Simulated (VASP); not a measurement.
# KBr (I4/mmm) in VASP: notebook, part 2 of 2

VASP 6.6.1.

**3. Single point, r2SCAN (strain -0.025 along x and y, +0.050 along z)**

POSCAR

```
KBr
1.0
    0.0000000000      3.2101875000      3.4571250000
    3.2101875000      0.0000000000      3.4571250000
    3.2101875000      3.2101875000      0.0000000000
K Br
1 1
Direct
    0.0000000000      0.0000000000      0.0000000000
    0.5000000000      0.5000000000      0.5000000000
```

INCAR.step1

```
PREC = Accurate ; ENCUT = 520
ISMEAR = 0 ; SIGMA = 0.05
LREAL = F ; LASPH = T
NELM = 80 ; NBANDS = 15
GGA = PE ; ALGO = Normal
EDIFF = 1E-4 ; LWAVE = T
LCHARG = F
```

INCAR.step2

```
PREC = Accurate ; ENCUT = 520
EDIFF = 1E-6 ; ISMEAR = 0
SIGMA = 0.05 ; LREAL = F
LASPH = T ; NELM = 80
ALGO = Normal ; ISIF = 2
LWAVE = F ; LCHARG = F
METAGGA = R2SCAN ; LMIXTAU = T
NBANDS = 15 ; ISTART = 1
```

KPOINTS

```
Automatic mesh
0
Gamma
  6 6 6
```

Potentials or basis: VASP PAW PBE potentials, release 64 (K_sv, Br).

On the command line:

```bash
> cat potpaw_PBE.64/K_sv/POTCAR potpaw_PBE.64/Br/POTCAR > POTCAR
> cp INCAR.step1 INCAR
> mpirun -np 1 vasp_std > vasp.out
> cp INCAR.step2 INCAR
> mpirun -np 1 vasp_std > vasp.out
```

OUTCAR:

```text
PREC = Accurate
   ENCUT = 520
   EDIFF = 1E-6
   ISMEAR = 0
   LREAL = F
   LASPH = T
   NELM = 80
   ISIF = 2
   METAGGA = R2SCAN
   ISTART = 1

 ion  position               nearest neighbor table
   1  0.000  0.000  0.000-   2 3.21   2 3.21   2 3.21   2 3.21
   2  0.500  0.500  0.500-   1 3.21   1 3.21   1 3.21   1 3.21

  LATTYP: Found a body centered tetragonal cell.
 ALAT       =     4.5398907003
 C/A-ratio  =     1.5229992210

  Lattice vectors:

 A1 = (  -3.2101875000,   0.0000000000,   3.4571250000)
 A2 = (   3.2101875000,   0.0000000000,   3.4571250000)
 A3 = (   0.0000000000,   3.2101875000,  -3.4571250000)

Analysis of symmetry for initial positions (statically):
=====================================================================
 Subroutine PRICEL returns:
 Original cell was already a primitive cell.

 Routine SETGRP: Setting up the symmetry group for a
 body centered tetragonal supercell.

 Subroutine GETGRP returns: Found 16 space group operations
 (whereof 16 operations were pure point group operations)
 out of a pool of 16 trial point group operations.

The static configuration has the point symmetry D_4h.

Analysis of symmetry for dynamics (positions and initial velocities):
=====================================================================
 Subroutine PRICEL returns:
 Original cell was already a primitive cell.

 Routine SETGRP: Setting up the symmetry group for a
 body centered tetragonal supercell.

 Subroutine GETGRP returns: Found 16 space group operations
 (whereof 16 operations were pure point group operations)
 out of a pool of 16 trial point group operations.

The dynamic configuration has the point symmetry D_4h.

 Subroutine INISYM returns: Found 16 space group operations
 (whereof 16 operations are pure point group operations),
 and found     1 'primitive' translations

----------------------------------------------------------------------------------------

                                     Primitive cell

  volume of cell :      71.2534

  direct lattice vectors                    reciprocal lattice vectors
     0.000000000  3.210187500  3.457125000    -0.155754142  0.155754142  0.144628846
     3.210187500  0.000000000  3.457125000     0.155754142 -0.155754142  0.144628846
     3.210187500  3.210187500  0.000000000     0.155754142  0.155754142 -0.144628846

  length of vectors
     4.717734313  4.717734313  4.539890700     0.263507512  0.263507512  0.263507512

  position of ions in fractional coordinates (direct lattice)
     0.000000000  0.000000000  0.000000000
     0.500000000  0.500000000  0.500000000

  ion indices of the primitive-cell ions
   primitive index   ion index
                 1           1
                 2           2

----------------------------------------------------------------------------------------

 KPOINTS: Automatic mesh

Automatic generation of k-mesh.
 Grid dimensions read from file:
 generate k-points for:    6    6    6

 Generating k-lattice:

  Cartesian coordinates                     Fractional coordinates (reciprocal lattice)
    -0.025959024  0.025959024  0.024104808     0.166666667 -0.000000000  0.000000000
     0.025959024 -0.025959024  0.024104808    -0.000000000  0.166666667  0.000000000
     0.025959024  0.025959024 -0.024104808     0.000000000  0.000000000  0.166666667

[... 39 lines left out ...]
   number of dos      NEDOS =    301   number of ions     NIONS =      2
   total plane-waves  NPLWV =  46656
   dimension x,y,z NGX =    36 NGY =   36 NGZ =   36
   dimension x,y,z NGXF=    72 NGYF=   72 NGZF=   72
   ions per type =               1   1
   NGX,Y,Z   is equivalent  to a cutoff of  12.69, 12.69, 13.18 a.u.
   NGXF,Y,Z  is equivalent  to a cutoff of  25.37, 25.37, 26.37 a.u.
 SYSTEM =  unknown system
   PREC   = accura    normal or accurate (medium, high low for compatibility)
   ISTART =      1    job   : 0-new  1-cont  2-samecut
   ICHARG =      0    charge: 1-file 2-atom 10-const
   ISPIN  =      1    spin polarized calculation?
   LNONCOLLINEAR =      F non collinear calculations
   LSORBIT =      F    spin-orbit coupling
   LASPH  =      T    aspherical Exc in radial PAW
   ENCUT  =  520.0 eV  38.22 Ry    6.18 a.u.   8.77  8.77  8.44*2*pi/ulx,y,z
   NELM   =     80;   NELMIN=  2; NELMDL=  0     # of ELM steps
   EDIFF  = 0.1E-05   stopping-criterion for ELM
   LREAL  =      F    real-space projection
   EDIFFG = 0.1E-04   stopping-criterion for IOM
   NSW    =      0    number of steps for IOM
   IBRION =     -1    ionic relax: 0-MD 1-quasi-New 2-CG
   NFREE  =      0    steps in history (QN), initial steepest desc. (CG)
   ISIF   =      2    stress and relaxation
   ISYM   =      2    0-nonsym 1-usesym 2-fastsym
   POTIM  = 0.5000    time-step for ionic-motion
   TEBEG  =    0.0;   TEEND  =   0.0 temperature during run
   PSTRESS=    0.0 pullay stress
   NELECT =      16.0000    total number of electrons
   NUPDOWN=      -1.0000    fix difference up-down
   EMIN   =  10.00;   EMAX   =-10.00  energy-range for DOS
   EFERMI =   0.00;   METHOD = LEGACY
   ISMEAR =     0;   SIGMA  =   0.05  broadening in eV -4-tet -1-fermi 0-gaus
   EFERMI_NEDOS =   21; number of points for ismear=-14 and -15
   IALGO  =     38    algorithm
   IMIX   =      4    mixing-type and parameters
     AMIX     =   0.40;   BMIX     =  1.00
     AMIX_MAG =   1.60;   BMIX_MAG =  1.00
  volume/ion in A,a.u.               =      35.63       240.42
  Fermi-wavevector in a.u.,A,eV,Ry     =   0.995053  1.880377 13.471542  0.990130
  Thomas-Fermi vector in A             =   2.127047
   LORBIT       =      0    0 simple, 1 ext, 2 COOP (PROOUT), +10 PAW based schemes
   METAGGA = R2SCAN    functional components
   LHFCALC =     F    Hartree Fock is set to
   AEXX    =    0.0000 exact exchange contribution
   IVDW    =     0    specifies the selected vdW correction
   LEPSILON=     F    determine dielectric tensor
   LRPA    =     F    only Hartree local field effects (RPA)
 non-spin polarized calculation
 Gauss-broadening in eV      SIGMA  =   0.05
  energy-cutoff  :      520.00
  volume of cell :       71.25
 maximum number of plane-waves:      1941
   NGX = 17   NGY = 17   NGZ = 17

 number of electron      15.9999998 magnetization

 Free energy of the ion-electron system (eV)
  ---------------------------------------------------
  ext. energy  EPLUGINS =         0.00000000
  ---------------------------------------------------
  free energy    TOTEN  =       -23.22045784 eV

  energy without entropy =      -23.22045784  energy(sigma->0) =      -23.22045784

 E-fermi :  -1.8735     XC(G=0):  -7.7785

 val. band max:       -2.0978889017   @ k =   0.0000   0.0000   0.0000
 cond. band min:       2.9734805995   @ k =   0.0000   0.0000   0.0000
 fundamental gap:      5.0713695012
 Fermi energy:        -1.8735352641

 k-point     1 :       0.0000    0.0000    0.0000
  band No.  band energies     occupation
      1     -30.9654      2.00000
      2     -14.8598      2.00000
      3     -13.6829      2.00000
      4     -13.6722      2.00000
      5     -13.6722      2.00000
      6      -2.1424      2.00000
      7      -2.0979      2.00000
      8      -2.0979      2.00000
      9       2.9735      0.00000
     10       5.8305      0.00000
     11       6.2915      0.00000
     12       6.2915      0.00000
     13       6.9745      0.00000
     14       7.2824      0.00000
[... 401 lines left out ...]
      2     -14.8403      2.00000
      3     -13.7320      2.00000
      4     -13.7096      2.00000
      5     -13.6362      2.00000
      6      -2.9194      2.00000
      7      -2.5600      2.00000
      8      -2.4392      2.00000
      9       4.6506      0.00000
     10       6.1013      0.00000
     11       7.6049      0.00000
     12       8.3732      0.00000
     13       8.6252      0.00000
     14       9.1441      0.00000
     15       9.8106      0.00000

 [... further k-points ...]

------------------------ aborting loop because EDIFF is reached ----------------------------------------

  FORCE on cell =-STRESS in cart. coord.  units (eV):
  Direction    XX          YY          ZZ          XY          YZ          ZX
  --------------------------------------------------------------------------------------
  -------------------------------------------------------------------------------------
  Total        0.5697972      0.5697972     -0.5016087      0.0000000     -0.0000000     -0.0000000
  in kB       12.8122395     12.8122395    -11.2789792      0.0000000     -0.0000000     -0.0000000
  external PRESSURE =       4.7818333 kB  Pullay stress =       0.0000000 kB

 VOLUME and BASIS-vectors are now :
 -----------------------------------------------------------------------------
  energy-cutoff  :      520.00
  volume of cell :       71.25
      direct lattice vectors                 reciprocal lattice vectors
     0.000000000  3.210187500  3.457125000    -0.155754142  0.155754142  0.144628846
     3.210187500  0.000000000  3.457125000     0.155754142 -0.155754142  0.144628846
     3.210187500  3.210187500  0.000000000     0.155754142  0.155754142 -0.144628846

 POSITION                                       TOTAL-FORCE (eV/Angst)
 -----------------------------------------------------------------------------------
      0.00000      0.00000      0.00000        -0.000000      0.000000      0.000000
      3.21019      3.21019      3.45713         0.000000     -0.000000      0.000000
 -----------------------------------------------------------------------------------
    total drift:                                0.000000      0.000000      0.000000

  FREE ENERGIE OF THE ION-ELECTRON SYSTEM (eV)
  ---------------------------------------------------
  free  energy   TOTEN  =       -23.2204578409 eV

  energy  without entropy=      -23.2204578409  energy(sigma->0) =      -23.22045784
```

OUTCAR.step1:

```text
PREC = Accurate
   ENCUT = 520
   ISMEAR = 0
   LREAL = F
   LASPH = T
[... 653 lines left out ...]
 -----------------------------------------------------------------------------------
      0.00000      0.00000      0.00000        -0.000000     -0.000000     -0.000000
      3.21019      3.21019      3.45713         0.000000      0.000000      0.000000
 -----------------------------------------------------------------------------------
    total drift:                                0.000000      0.000000      0.000000

  FREE ENERGIE OF THE ION-ELECTRON SYSTEM (eV)
  ---------------------------------------------------
  free  energy   TOTEN  =        -6.1857796651 eV

  energy  without entropy=       -6.1857796651  energy(sigma->0) =       -6.18577967
```

OSZICAR.step1:

```text
N       E                     dE             d eps       ncg     rms          rms(c)
DAV:   1     0.996246116195E+02    0.99625E+02   -0.67345E+03   900   0.931E+02
DAV:   2    -0.223833428636E-01   -0.99647E+02   -0.92436E+02  1188   0.228E+02
DAV:   3    -0.612194202793E+01   -0.60996E+01   -0.60707E+01  1229   0.500E+01
DAV:   4    -0.635920920860E+01   -0.23727E+00   -0.23724E+00  1347   0.862E+00
DAV:   5    -0.636107634614E+01   -0.18671E-02   -0.18671E-02  1271   0.879E-01    0.329E+00
DAV:   6    -0.618743298597E+01    0.17364E+00   -0.22444E-01  1117   0.227E+00    0.239E+00
DAV:   7    -0.617577549503E+01    0.11657E-01   -0.11171E-01  1229   0.180E+00    0.107E+00
DAV:   8    -0.618469355347E+01   -0.89181E-02   -0.12583E-02  1014   0.814E-01    0.121E-01
DAV:   9    -0.618540834149E+01   -0.71479E-03   -0.68426E-04  1257   0.160E-01    0.788E-02
DAV:  10    -0.618576437988E+01   -0.35604E-03   -0.36570E-04   956   0.109E-01    0.131E-02
DAV:  11    -0.618577966510E+01   -0.15285E-04   -0.20857E-05   912   0.298E-02
   1 F= -.61857797E+01 E0= -.61857797E+01  d E =-.226917E-21
```

It took 60 s on 1 thread of Intel Xeon 6975P-C (Granite Rapids), shared host; peak memory 0.22 GiB.

Results:

- Free energy: -23.2205 eV
- Pressure: 0.5 GPa
- Band gap on the k mesh: 5.07 eV, direct

Stress tensor (GPa, compression positive):
```
 1.28  0.00  0.00
 0.00  1.28  0.00
 0.00  0.00 -1.13
```

Caveat: the cell differs from its parent crystal (strain -0.025 along x and y, +0.050 along z); the PAW data sets were made with another functional, which shifts forces and pressure a little.

**4. Single point, r2SCAN (strain +0.050 along x and y, -0.050 along z)**

POSCAR

```
KBr
1.0
    0.0000000000      3.4571250000      3.1278750000
    3.4571250000      0.0000000000      3.1278750000
    3.4571250000      3.4571250000      0.0000000000
K Br
1 1
Direct
    0.0000000000      0.0000000000      0.0000000000
    0.5000000000      0.5000000000      0.5000000000
```

INCAR.step1

```
PREC = Accurate
ENCUT = 520
ISMEAR = 0
SIGMA = 0.05
LREAL = F
LASPH = T
NELM = 100
NBANDS = 15
GGA = PE
ALGO = Normal
EDIFF = 1E-4
LWAVE = T
LCHARG = F
```

INCAR.step2

```
PREC = Accurate
ENCUT = 520
EDIFF = 1E-6
ISMEAR = 0
SIGMA = 0.05
LREAL = F
LASPH = T
NELM = 100
ALGO = Normal
ISIF = 2
LWAVE = F
LCHARG = T
METAGGA = R2SCAN
LMIXTAU = T
LELF = T
LVHAR = T
NBANDS = 15
ISTART = 1
```

KPOINTS is that of step 3.

On the command line:

```bash
> cat potpaw_PBE.64/K_sv/POTCAR potpaw_PBE.64/Br/POTCAR > POTCAR
> cp INCAR.step1 INCAR
> mpirun -np 1 vasp_std > vasp.out
> cp INCAR.step2 INCAR
> mpirun -np 1 vasp_std > vasp.out
```

Run time: 56 s. Hardware: 1 thread of Intel Xeon 6975P-C (Granite Rapids), shared host; peak memory 0.22 GiB.

The run converged. Its results:

- Free energy: -23.1928 eV
- Pressure: 0.0 GPa
- Band gap on the k mesh: 4.91 eV, direct

Stress tensor (GPa, compression positive):
```
-1.25  0.00  0.00
 0.00 -1.25  0.00
 0.00  0.00  2.38
```

Levels at points of the mesh, in eV from the valence-band top:
```csv
k point,band 5,band 6,band 7,band 8,band 9,band 10,band 11,band 12
"(0.00, 0.00, 0.00)",-11.69,-0.05,-0.05,0.00,4.91,8.02,8.02,8.62
"(0.50, 0.00, 0.00)",-11.40,-1.14,-0.36,-0.35,7.00,8.64,10.26,10.41
"(0.50, 0.50, 0.00)",-11.73,-0.71,-0.40,-0.40,6.25,7.98,10.19,10.28
"(0.50, 0.00, 0.50)",-11.71,-0.86,-0.27,-0.24,6.44,7.80,9.66,10.09
```

Caveat: the cell differs from its parent crystal (strain +0.050 along x and y, -0.050 along z); the PAW data sets were made with another functional, which shifts forces and pressure a little.

**5. Summary**

```csv
cell,gap on the mesh (eV),pressure (GPa)
"a = 4.541, b = 4.541, c = 4.656 Å, angles 59.2, 59.2, 61.7°, 2 atoms",5.21,1.3
"a = 4.718, b = 4.718, c = 4.540 Å, angles 61.2, 61.2, 57.5°, 2 atoms",5.07,0.5
"a = 4.662, b = 4.662, c = 4.889 Å, angles 58.4, 58.4, 63.2°, 2 atoms",4.91,0.0
```

Alike in all rows: task single point; level r2SCAN; potentials or basis VASP PAW PBE potentials, release 64 (K_sv, Br); no spin polarisation; k mesh 6 × 6 × 6; cutoff (eV) 520; smearing gaussian 0.05 eV.

Caveats: the PAW data sets were made with another functional, which shifts forces and pressure a little.

Total energies depend on the potentials used, so only differences within one code and one set of settings carry meaning.
